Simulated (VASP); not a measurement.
Here is a VASP 6.6.1 calculation.

File INCAR:

```
PREC = Accurate
ENCUT = 520
EDIFF = 1E-7
ISMEAR = -1
SIGMA = 0.05
LREAL = F
LASPH = T
NELM = 60
ALGO = Normal
ISIF = 2
LWAVE = F
LCHARG = F
GGA = PS
NBANDS = 17
```

KPOINTS

```
regular mesh
0
Gamma
  9 9 5
```

POSCAR

```
Hf
1.0
    3.1620881796      0.0000000000      0.0000000000
   -1.5810440898      2.7384486925      0.0000000000
    0.0000000000      0.0000000000      5.0030377496
Hf
2
Direct
    0.3333333333      0.6666666667      0.2500000000
    0.6666666667      0.3333333333      0.7500000000
```

Potentials or basis: VASP PAW PBE potentials, release 64 (Hf_pv).

Run with:

```bash
$ cat potpaw_PBE.64/Hf_pv/POTCAR > POTCAR
$ mpirun -np 1 vasp_std > vasp.out
```

(1) Predict the band gap on the k mesh.

(2) Predict the pressure.

Answers

(1) zero (band 10 reaches 6.16 eV, above the bottom of band 11 at 4.64 eV).

(2) -0.8 GPa.

Caveat: the PAW data sets were made with another functional, which shifts forces and pressure a little; spin-orbit coupling is left out, which moves the levels of the heavy elements.
